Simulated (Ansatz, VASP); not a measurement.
## Two plane-wave programs on Zn3HgS4

```
CELL_PARAMETERS angstrom
-2.78953 2.78953 5.56045
2.78953 -2.78953 5.56045
2.78953 2.78953 -5.56045
ATOMIC_POSITIONS crystal
Zn 0.75000 0.25000 0.50000
Zn 0.50000 0.50000 0.00000
Zn 0.25000 0.75000 0.50000
S 0.13444 0.60106 0.00000
S 0.86556 0.86556 0.46662
S 0.60106 0.13444 0.00000
S 0.39894 0.39894 0.53338
Hg 0.00000 0.00000 0.00000
```

Alike in both runs: task single point; functional PBE; k mesh 6 × 6 × 6; no spin polarisation.

|  | VASP | Ansatz |
| --- | --- | --- |
| version | VASP 6.6.1 | Ansatz 0.2.0 |
| potentials or method | VASP PAW PBE potentials, release 64 (Zn, S, Hg) | plane waves, PAW |
| plane-wave cutoff (eV) | 500 | 420 |
| occupations | gaussian, width 0.01 eV | fixed |
| valence electrons in the cell | 72 | 80 |

Ansatz gave:

- gap on the k mesh at the Fermi level (eV): 1.19
- pressure (GPa): 0.0
- rms of the force components (eV/Å): 0.000

Problem. Estimate VASP's values.

Solution. gap on the k mesh at the Fermi level (eV): 1.19; pressure (GPa): 0.2; rms of the force components (eV/Å): 0.007.

VASP's potentials hold 72 valence electrons a cell and Ansatz's 80, so a difference there can come from the potentials and not from the codes.

Neither program's run includes spin-orbit coupling.
